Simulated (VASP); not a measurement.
# La2O3 (P6/mmm) in VASP: a series of runs

Runs on La2O3. Level: PBE. Tasks: single point, relaxation of cell and atoms.

Program: VASP 6.6.1. These are calculated values, not measurements. Logs are shortened: lines on timing, memory, paths and dates and some standing lists are left out, and cuts for length are marked.

## (1) The cell of the first run

Symmetry: P6/mmm, No. 191, hexagonal system. The conventional cell has a = 4.015 Å, b = 4.015 Å, c = 7.067 Å, α = 90.00°, β = 90.00°, γ = 120.00°. La (site symmetry 6mm) has 7 O at 2.16 to 2.70 Å and 1 La at 2.75 Å within 2.9 Å. O (site symmetry -6m2) has 3 O at 2.32 Å and 6 La at 2.70 Å within 3.1 Å. Within 2.9 Å of O (site symmetry 6/mmm) lie 2 La at 2.16 Å.

The cell was built from a structure type or drawn by symmetry, and may not be a known phase.

## (2) Single point, PBE

INCAR reads:

```
ALGO     = Normal         # electronic algorithm
EDIFF    = 1E-6           # SCF threshold, eV
ENCUT    = 520            # plane-wave cutoff, eV
GGA      = PE             # functional
ISIF     = 2              # what is computed and relaxed
ISMEAR   = 0              # smearing method
LASPH    = T              # aspherical terms in the spheres
LCHARG   = T              # write CHGCAR
LELF     = T              # ELF
LREAL    = F              # projectors in reciprocal space
LVHAR    = T            
LWAVE    = F              # write WAVECAR
NBANDS   = 28             # bands
NELM     = 100            # most SCF steps
PREC     = Accurate       # precision mode
SIGMA    = 0.1            # smearing width, eV
```

KPOINTS reads:

```
k-points
0
Gamma
  6 6 4
```

POSCAR reads:

```
La2O3
1.0
    4.0147444936      0.0000000000      0.0000000000
   -2.0073722468      3.4768707212      0.0000000000
    0.0000000000      0.0000000000      7.0668194145
La O
2 3
Direct
    0.0000000000      0.0000000000      0.1946489530
    0.0000000000      0.0000000000      0.8053510470
    0.3333333333      0.6666666667      0.0000000000
    0.6666666667      0.3333333333      0.0000000000
    0.0000000000      0.0000000000      0.5000000000
```

Potentials or basis: VASP PAW PBE potentials, release 64 (La, O).

Started as:

```console
cat potpaw_PBE.64/La/POTCAR potpaw_PBE.64/O/POTCAR > POTCAR
mpirun -np 1 vasp_std > vasp.out
```

OUTCAR:

```text
EDIFF = 1E-6
   ENCUT = 520
   GGA = PE
   ISIF = 2
   ISMEAR = 0
   LASPH = T
   LREAL = F
   NELM = 100
   PREC = Accurate

 ion  position               nearest neighbor table
   1  0.000  0.000  0.195-   5 2.16   4 2.70   3 2.70   4 2.70   3 2.70   4 2.70   3 2.70   2 2.75

   2  0.000  0.000  0.805-   5 2.16   4 2.70   3 2.70   4 2.70   3 2.70   4 2.70   3 2.70   1 2.75

   3  0.333  0.667  0.000-   1 2.70   2 2.70   1 2.70   2 2.70   1 2.70   2 2.70
   4  0.667  0.333  0.000-   1 2.70   2 2.70   1 2.70   2 2.70   1 2.70   2 2.70
   5  0.000  0.000  0.500-   1 2.16   2 2.16

  LATTYP: Found a hexagonal cell.
 ALAT       =     4.0147444936
 C/A-ratio  =     1.7602164785

  Lattice vectors:

 A1 = (   4.0147444936,   0.0000000000,   0.0000000000)
 A2 = (  -2.0073722468,   3.4768707212,   0.0000000000)
 A3 = (   0.0000000000,   0.0000000000,   7.0668194145)

Analysis of symmetry for initial positions (statically):
=====================================================================
 Subroutine PRICEL returns:
 Original cell was already a primitive cell.

 Routine SETGRP: Setting up the symmetry group for a
 hexagonal supercell.

 Subroutine GETGRP returns: Found 24 space group operations
 (whereof 24 operations were pure point group operations)
 out of a pool of 24 trial point group operations.

The static configuration has the point symmetry D_6h.

Analysis of symmetry for dynamics (positions and initial velocities):
=====================================================================
 Subroutine PRICEL returns:
 Original cell was already a primitive cell.

 Routine SETGRP: Setting up the symmetry group for a
 hexagonal supercell.

 Subroutine GETGRP returns: Found 24 space group operations
 (whereof 24 operations were pure point group operations)
 out of a pool of 24 trial point group operations.

The dynamic configuration has the point symmetry D_6h.

 Subroutine INISYM returns: Found 24 space group operations
 (whereof 24 operations are pure point group operations),
 and found     1 'primitive' translations

----------------------------------------------------------------------------------------

                                     Primitive cell

  volume of cell :      98.6439

  direct lattice vectors                    reciprocal lattice vectors
     4.014744494  0.000000000  0.000000000     0.249081854  0.143807475  0.000000000
    -2.007372247  3.476870721  0.000000000     0.000000000  0.287614950  0.000000000
     0.000000000  0.000000000  7.066819415     0.000000000  0.000000000  0.141506375

  length of vectors
     4.014744494  4.014744494  7.066819415     0.287614950  0.287614950  0.141506375

  position of ions in fractional coordinates (direct lattice)
     0.000000000  0.000000000  0.194648953
     0.000000000  0.000000000  0.805351047
     0.333333333  0.666666667  0.000000000
     0.666666667  0.333333333  0.000000000
     0.000000000  0.000000000  0.500000000

  ion indices of the primitive-cell ions
   primitive index   ion index
                 1           1
                 2           2
                 3           3
                 4           4
                 5           5

----------------------------------------------------------------------------------------

 KPOINTS: k-points

Automatic generation of k-mesh.
 Grid dimensions read from file:
 generate k-points for:    6    6    4

 Generating k-lattice:

  Cartesian coordinates                     Fractional coordinates (reciprocal lattice)
     0.041513642  0.023967913  0.000000000     0.166666667  0.000000000  0.000000000
     0.000000000  0.047935825  0.000000000     0.000000000  0.166666667  0.000000000
     0.000000000  0.000000000  0.035376594     0.000000000  0.000000000  0.250000000

  Length of vectors
     0.047935825  0.047935825  0.035376594

  Shift w.r.t. Gamma in fractional coordinates (k-lattice)
     0.000000000  0.000000000  0.000000000

 Subroutine IBZKPT returns following result:
 ===========================================

 Found     21 irreducible k-points:

 Following reciprocal coordinates:
            Coordinates               Weight
  0.000000  0.000000  0.000000      1.000000
  0.166667  0.000000  0.000000      6.000000
  0.333333  0.000000  0.000000      6.000000
  0.500000  0.000000  0.000000      3.000000
  0.166667  0.166667  0.000000      6.000000
  0.333333  0.166667  0.000000     12.000000
[... 13 lines left out ...]
  0.333333  0.166667  0.500000     12.000000
  0.333333  0.333333  0.500000      2.000000
   k-points           NKPTS =     21   k-points in BZ     NKDIM =     21   number of bands    NBANDS=     28
   number of dos      NEDOS =    301   number of ions     NIONS =      5
   total plane-waves  NPLWV =  48600
   dimension x,y,z NGX =    30 NGY =   30 NGZ =   54
   dimension x,y,z NGXF=    60 NGYF=   60 NGZF=  108
   ions per type =               2   3
   NGX,Y,Z   is equivalent  to a cutoff of  12.42, 12.42, 12.70 a.u.
[... 32 lines left out ...]
  volume/ion in A,a.u.               =      19.73       133.14
  Fermi-wavevector in a.u.,A,eV,Ry     =   1.211727  2.289831 19.977184  1.468282
  Thomas-Fermi vector in A             =   2.347233
   LORBIT       =      0    0 simple, 1 ext, 2 COOP (PROOUT), +10 PAW based schemes
   GGA     = PE    functional components
   LHFCALC =     F    Hartree Fock is set to
   AEXX    =    0.0000 exact exchange contribution
   IVDW    =     0    specifies the selected vdW correction
   LEPSILON=     F    determine dielectric tensor
   LRPA    =     F    only Hartree local field effects (RPA)
 non-spin polarized calculation
 Gauss-broadening in eV      SIGMA  =   0.10
  energy-cutoff  :      520.00
  volume of cell :       98.64
 maximum number of plane-waves:      2673
 NGX is ok and might be reduce to    30
   NGX = 15   NGY = 15   NGZ = 27

 number of electron      40.0000004 magnetization

 Free energy of the ion-electron system (eV)
  ---------------------------------------------------
  ext. energy  EPLUGINS =         0.00000000
  ---------------------------------------------------
  free energy    TOTEN  =       -36.40079586 eV

  energy without entropy =      -36.39763908  energy(sigma->0) =      -36.39921747

 E-fermi :   6.6859     XC(G=0):  -9.3002

 val. band max:        6.6338115053   @ k =   0.3333   0.3333   0.5000
 cond. band min:       6.6998757868   @ k =   0.0000   0.0000   0.2500
 fundamental gap:      0.0660642815
 Fermi energy:         6.6859179955

 k-point     1 :       0.0000    0.0000    0.0000
  band No.  band energies     occupation
      1     -26.2640      2.00000
      2     -25.5758      2.00000
      3     -13.8758      2.00000
      4     -11.4339      2.00000
      5      -9.6084      2.00000
      6      -9.6084      2.00000
[... 20 lines left out ...]
     27       9.1094      0.00000
     28       9.1112      0.00000

 k-point     2 :       0.1667    0.0000    0.0000
  band No.  band energies     occupation
      1     -26.2440      2.00000
      2     -25.5612      2.00000
      3     -13.8109      2.00000
      4     -11.6628      2.00000
      5      -9.6587      2.00000
      6      -9.6430      2.00000
[... 20 lines left out ...]
     27       9.0265      0.00000
     28       9.1748      0.00000

 k-point     3 :       0.3333    0.0000    0.0000
  band No.  band energies     occupation
      1     -26.2036      2.00000
      2     -25.5318      2.00000
      3     -13.6548      2.00000
      4     -12.0659      2.00000
      5     -10.0725      2.00000
      6      -9.7564      2.00000
[... 20 lines left out ...]
     27       9.1886      0.00000
     28       9.2545      0.00000

 k-point     4 :       0.5000    0.0000    0.0000
  band No.  band energies     occupation
      1     -26.1831      2.00000
      2     -25.5170      2.00000
      3     -13.5539      2.00000
      4     -12.2674      2.00000
      5     -10.2831      2.00000
      6      -9.8039      2.00000
[... 485 lines left out ...]
     27       8.9973      0.00000
     28       9.0961      0.00000

 k-point    20 :       0.3333    0.1667    0.5000
  band No.  band energies     occupation
      1     -26.1568      2.00000
      2     -25.5520      2.00000
      3     -12.6917      2.00000
      4     -12.2229      2.00000
      5     -11.5358      2.00000
      6     -10.7968      2.00000
[... 20 lines left out ...]
     27       9.1582      0.00000
     28       9.1975      0.00000

 k-point    21 :       0.3333    0.3333    0.5000
  band No.  band energies     occupation
      1     -26.1465      2.00000
      2     -25.5446      2.00000
      3     -12.6842      2.00000
      4     -11.6819      2.00000
      5     -11.6819      2.00000
      6     -11.5555      2.00000
[... 20 lines left out ...]
     27       9.0728      0.00000
     28       9.0753      0.00000

------------------------ aborting loop because EDIFF is reached ----------------------------------------

  FORCE on cell =-STRESS in cart. coord.  units (eV):
  Direction    XX          YY          ZZ          XY          YZ          ZX
  --------------------------------------------------------------------------------------
  -------------------------------------------------------------------------------------
  Total       -0.0557314     -0.0557314     -0.2103211      0.0000000      0.0000000      0.0000000
  in kB       -0.9051899     -0.9051899     -3.4160395      0.0000000      0.0000000      0.0000000
  external PRESSURE =      -1.7421398 kB  Pullay stress =       0.0000000 kB

 VOLUME and BASIS-vectors are now :
 -----------------------------------------------------------------------------
  energy-cutoff  :      520.00
  volume of cell :       98.64
      direct lattice vectors                 reciprocal lattice vectors
     4.014744494  0.000000000  0.000000000     0.249081854  0.143807475  0.000000000
    -2.007372247  3.476870721  0.000000000     0.000000000  0.287614950  0.000000000
     0.000000000  0.000000000  7.066819415     0.000000000  0.000000000  0.141506375

 POSITION                                       TOTAL-FORCE (eV/Angst)
 -----------------------------------------------------------------------------------
      0.00000      0.00000      1.37555         0.000000      0.000000     -0.003422
      0.00000      0.00000      5.69127        -0.000000     -0.000000      0.003422
     -0.00000      2.31791      0.00000         0.000000     -0.000000      0.000000
      2.00737      1.15896      0.00000        -0.000000      0.000000      0.000000
      0.00000      0.00000      3.53341         0.000000     -0.000000      0.000000
 -----------------------------------------------------------------------------------
    total drift:                               -0.000000      0.000000      0.000000

  FREE ENERGIE OF THE ION-ELECTRON SYSTEM (eV)
  ---------------------------------------------------
  free  energy   TOTEN  =       -36.4007958624 eV

  energy  without entropy=      -36.3976390783  energy(sigma->0) =      -36.39921747
```

Run time: 1.9 min. Hardware: 1 thread of Intel Xeon Platinum 8488C (Sapphire Rapids), shared host; peak memory 0.23 GiB.

Results:

```yaml
Free_energy: -36.4008 eV
Pressure: -0.2 GPa
Largest_force: 0.003 eV/Å
Band_gap_on_the_k_mesh: zero (bands 20 and 21 overlap by 0.29 eV)
```

Forces in eV/Å, atoms in the order of the input:
```
La   0.000  0.000 -0.003
La   0.000  0.000  0.003
O    0.000  0.000  0.000
O    0.000  0.000  0.000
O    0.000  0.000  0.000
```

Levels at points of the mesh, in eV from the Fermi level:
```
           k point  band 17  band 18  band 19  band 20  band 21  band 22  band 23  band 24
(0.00, 0.00, 0.00)    -3.25    -2.17    -1.55    -1.55    -0.34     1.55     2.24     2.24
(0.50, 0.00, 0.00)    -3.19    -2.94    -1.45    -0.90     0.86     1.36     1.85     1.91
(0.00, 0.00, 0.50)    -3.46    -2.17    -1.86    -1.86     0.77     1.05     1.77     2.11
(0.50, 0.00, 0.50)    -3.04    -2.80    -1.60    -0.90     1.36     1.42     1.71     1.92
```

Caveat: spin-orbit coupling is left out, which moves the levels of the heavy elements.

## (3) Relaxation of cell and atoms, PBE

This run uses another cell than the first one, of 20.23 Å³/atom.

INCAR reads:

```
SYSTEM = La2O3
PREC = Accurate
ENCUT = 600
EDIFF = 1E-6
ISMEAR = 0
SIGMA = 0.1
LREAL = .False.
LASPH = .True.
NELM = 80
ALGO = Normal
ISIF = 3
LWAVE = .False.
LCHARG = .False.
GGA = PE
IBRION = 2
NSW = 90
EDIFFG = -0.04
```

KPOINTS reads:

```
regular mesh
0
Gamma
  6 6 2
  0 0 0
```

POSCAR reads:

```
La2O3
1.0
    3.7732401700      0.0000000000      0.0000000000
   -1.8866200800      3.2677218400      0.0000000000
    0.0000000000      0.0000000000      8.2029059000
La O
2 3
Direct
    0.0000000000      0.0000000000      0.2281334500
    0.0000000000      0.0000000000      0.7718665500
    0.3333333300      0.6666666700      0.0000000000
    0.6666666700      0.3333333300      0.0000000000
    0.0000000000      0.0000000000      0.5000000000
```

Potentials or basis: VASP PAW PBE potentials, release 64 (La, O).

Started as:

```console
cat potpaw_PBE.64/La/POTCAR potpaw_PBE.64/O/POTCAR > POTCAR
mpirun -np 1 vasp_std > vasp.out
```

It took 8 min on 1 thread of Intel Xeon Platinum 8488C (Sapphire Rapids), shared host; peak memory 0.27 GiB.

The run converged. Its results:

* Free energy: -36.3896 eV
* Relaxed volume: 19.70 Å³/atom
* Relaxed cell: a = 4.013 Å, b = 4.013 Å, c = 7.064 Å, α = 90.00°, β = 90.00°, γ = 120.00°
* Space group after relaxing (to 0.1 Å): P6/mmm (No. 191)
* Energy gained by relaxing: 665.9 meV/atom
* Ionic steps: 11
* Pressure after relaxing: 0.0 GPa
* Largest force after relaxing: 0.008 eV/Å
* Band gap on the k mesh: zero (bands 20 and 21 overlap by 0.29 eV)

Forces in eV/Å, atoms in the order of the input:
```
La   0.000  0.000 -0.008
La   0.000  0.000  0.008
O    0.000  0.000  0.000
O    0.000  0.000  0.000
O    0.000  0.000  0.000
```

Step by step:
| step | energy change (eV) | largest force (eV/Å) | pressure (GPa) | volume (Å³) |
| --- | --- | --- | --- | --- |
| 1 | 0.0000 | 2.0879 | -6.56 | 101.14 |
| 2 | -1.4177 | 8.7288 | 20.18 | 87.74 |
| 3 | -1.9018 | 6.3096 | 8.18 | 91.87 |
| 4 | -2.8567 | 1.0872 | 11.00 | 92.69 |
| 5 | -2.9956 | 2.0190 | 9.03 | 92.54 |
| 6 | -3.2930 | 0.0721 | -1.52 | 98.80 |
| 7 | -3.3189 | 0.4545 | 0.49 | 97.30 |
| 8 | -3.3281 | 0.1118 | 0.43 | 97.77 |
| 9 | -3.3281 | 0.1169 | 0.49 | 97.77 |
| 10 | -3.3293 | 0.0470 | 0.18 | 98.18 |
| 11 | -3.3296 | 0.0077 | -0.04 | 98.50 |

Final structure:
```xyz
5
Lattice="4.0127 0.0000 0.0000 -2.0064 3.4751 0.0000 0.0000 0.0000 7.0636" Properties=species:S:1:pos:R:3 pbc="T T T"
La    0.0000    0.0000    1.3760
La    0.0000    0.0000    5.6876
O     0.0000    2.3168    0.0000
O     2.0064    1.1584    0.0000
O     0.0000    0.0000    3.5318
```

Levels at points of the mesh, in eV from the Fermi level:
| k point | band 17 | band 18 | band 19 | band 20 | band 21 | band 22 | band 23 | band 24 |
| --- | --- | --- | --- | --- | --- | --- | --- | --- |
| (0.00, 0.00, 0.00) | -3.23 | -2.17 | -1.55 | -1.55 | -0.34 | 1.56 | 2.26 | 2.26 |
| (0.50, 0.00, 0.00) | -3.17 | -2.94 | -1.45 | -0.90 | 0.86 | 1.37 | 1.87 | 1.92 |
| (0.00, 0.00, 0.50) | -3.45 | -2.17 | -1.86 | -1.86 | 0.77 | 1.06 | 1.78 | 2.12 |
| (0.50, 0.00, 0.50) | -3.03 | -2.80 | -1.60 | -0.90 | 1.37 | 1.43 | 1.71 | 1.93 |

Caveat: the k points lie up to 0.44 Å⁻¹ apart in the final cell; spin-orbit coupling is left out, which moves the levels of the heavy elements.

## (4) Single point, PBE

INCAR reads:

```
ALGO = Normal ; EDIFF = 1E-6
ENCUT = 520 ; GGA = PE
ISIF = 2 ; ISMEAR = 0
LASPH = T ; LCHARG = F
LREAL = F ; LWAVE = F
NBANDS = 28 ; NELM = 60
PREC = Accurate ; SIGMA = 0.1
```

KPOINTS reads:

```
k-points
0
Gamma
  12 12 6
```

POSCAR reads:

```
La2O3
1.0
    4.0155885921      0.0000000000      0.0000000000
   -2.0077942961      3.4776017319      0.0000000000
    0.0000000000      0.0000000000      7.0669210005
La O
2 3
Direct
    0.0000000000      0.0000000000      0.1945926997
    0.0000000000      0.0000000000      0.8054073003
    0.3333333333      0.6666666667      0.0000000000
    0.6666666667      0.3333333333      0.0000000000
    0.0000000000      0.0000000000      0.5000000000
```

Started as:

```console
cat potpaw_PBE.64/La/POTCAR potpaw_PBE.64/O/POTCAR > POTCAR
mpirun -np 1 vasp_std > vasp.out
```

Run time: 5.9 min. Hardware: 1 thread of Intel Xeon Platinum 8488C (Sapphire Rapids), shared host; peak memory 0.35 GiB.

The run converged. Its results:

| Quantity | Value |
| --- | --- |
| Free energy | -36.3976 eV |
| Pressure | -0.2 GPa |
| Largest force | 0.005 eV/Å |
| Band gap on the k mesh | zero (bands 20 and 21 overlap by 0.29 eV) |

Forces in eV/Å, atoms in the order of the input:
```
La   0.000  0.000 -0.005
La   0.000  0.000  0.005
O    0.000  0.000  0.000
O    0.000  0.000  0.000
O    0.000  0.000  0.000
```

Stress tensor (GPa, compression positive):
```
-0.11  0.00  0.00
 0.00 -0.11  0.00
 0.00  0.00 -0.36
```

Levels at points of the mesh, in eV from the Fermi level:
| k point | band 16 | band 17 | band 18 | band 19 | band 20 | band 21 | band 22 | band 23 | band 24 | band 25 |
| --- | --- | --- | --- | --- | --- | --- | --- | --- | --- | --- |
| (0.00, 0.00, 0.00) | -3.63 | -3.19 | -2.10 | -1.49 | -1.49 | -0.28 | 1.61 | 2.30 | 2.30 | 2.32 |
| (0.50, 0.00, 0.00) | -3.13 | -3.13 | -2.88 | -1.39 | -0.84 | 0.92 | 1.42 | 1.91 | 1.97 | 2.22 |
| (0.00, 0.00, 0.50) | -3.40 | -3.40 | -2.11 | -1.80 | -1.80 | 0.83 | 1.11 | 1.83 | 2.17 | 2.17 |
| (0.50, 0.00, 0.50) | -3.55 | -2.97 | -2.74 | -1.54 | -0.84 | 1.41 | 1.48 | 1.77 | 1.97 | 2.02 |

Caveat: spin-orbit coupling is left out, which moves the levels of the heavy elements.

## (5) Summary

```tsv
task	cell	k mesh	cutoff (eV)	gap on the mesh (eV)	pressure (GPa)	largest force (eV/Å)
single point	a = 4.015, b = 4.015, c = 7.067 Å, angles 90.0, 90.0, 120.0°, 5 atoms, atomic positions A	6 × 6 × 4	520	none	-0.2	-
relaxation of cell and atoms	relaxed from a = 3.773, b = 3.773, c = 8.203 Å, angles 90.0, 90.0, 120.0°, 5 atoms, atomic positions B	6 × 6 × 2	600	none	0.0	0.01
single point	a = 4.016, b = 4.016, c = 7.067 Å, angles 90.0, 90.0, 120.0°, 5 atoms, atomic positions A	12 × 12 × 6	520	none	-0.2	0.01
```

Alike in all rows: level PBE; potentials or basis VASP PAW PBE potentials, release 64 (La, O); no spin polarisation; smearing gaussian 0.1 eV.

Caveats: some runs use coarse meshes; spin-orbit coupling is left out, which moves the levels of the heavy elements.

Total energies depend on the potentials used, so only differences within one code and one set of settings carry meaning.
